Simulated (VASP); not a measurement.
A run of VASP 6.6.1 is set up as follows.

INCAR

```
SYSTEM = Rh
ALGO = Fast
EDIFF = 1E-6
ENCUT = 520
GGA = PS
ISIF = 2
ISMEAR = 0
LASPH = .True.
LCHARG = .True.
LELF = .True.
LREAL = .False.
LVHAR = .True.
LWAVE = .False.
NBANDS = 38
NELM = 80
PREC = Accurate
SIGMA = 0.1
```

Contents of KPOINTS:

```
k-points
0
Gamma
  24 24 6
  0 0 0
```

File POSCAR:

```
Rh
1.0
    2.6219226092      0.0000000000      0.0000000000
   -1.3109613046      2.2706515863      0.0000000000
    0.0000000000      0.0000000000      8.8368206940
Rh
4
Direct
    0.0000000000      0.0000000000      0.0000000000
    0.3333333333      0.6666666667      0.2500000000
    0.0000000000      0.0000000000      0.5000000000
    0.6666666667      0.3333333333      0.7500000000
```

Potentials or basis: VASP PAW PBE potentials, release 64 (Rh_pv).

Command:

```sh
$ cat potpaw_PBE.64/Rh_pv/POTCAR > POTCAR
$ mpirun -np 1 vasp_std > vasp.out
```

Question: Predict the pressure.

Answer: 9.2 GPa.

Question: Estimate the band gap on the k mesh.

Answer: Zero (bands 30 and 31 overlap by 2.19 eV).

Stress tensor (GPa, compression positive):
```
13.81  0.00  0.00
 0.00 13.81  0.00
 0.00  0.00 -0.01
```

Caveat: the cell differs from its parent crystal (biaxial strain in the a-b plane: -2.0 %, then relaxed in part); the stress differs along the axes, from -0 to 14 GPa; the PAW data sets were made with another functional, which shifts forces and pressure a little.
